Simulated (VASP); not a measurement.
CoSi, 8 atoms in the cell. The structure is cubic, space group P2_13 (No. 198). Conventional cell: a = 4.431 Å, b = 4.431 Å, c = 4.431 Å, α = 90.00°, β = 90.00°, γ = 90.00°. Co (site symmetry 3) has 7 Si at 2.32 to 2.43 Å and 6 Co at 2.72 Å within 3.1 Å. Within 3.1 Å of Si (site symmetry 3) lie 7 Co at 2.32 to 2.43 Å and 6 Si at 2.74 Å. 

| Quantity | Value |
| --- | --- |
| Program | VASP 6.6.1 |
| Task | single point |
| Functional | PBE |
| Potentials or basis | VASP PAW PBE potentials, release 64 (Co, Si) |
| Cutoff | 520 eV |
| k mesh | 8 × 8 × 8 |
| Occupations | gaussian, width 0.05 eV |
| Spin | no spin polarisation |
| Dipole correction | no |
| Further INCAR settings | ALGO = Normal; EDIFF = 1e-06; NBANDS = 36 |

Potentials or basis: VASP PAW PBE potentials, release 64 (Co, Si).

The run is started by

```bash
$ cat potpaw_PBE.64/Co/POTCAR potpaw_PBE.64/Si/POTCAR > POTCAR
$ mpirun -np 1 vasp_std > vasp.out
```

Hardware: 1 thread of AMD EPYC 9R45 96-Core Processor (Zen 5), with other jobs on the host.

**Question.** How long does it take, and how much memory?

**Answer.** Wall time 81 s on 1 thread of AMD EPYC 9R45 96-Core Processor (Zen 5), with other jobs on the host, peak memory 0.24 GiB. Counts: scf iterations 15, k points 45.
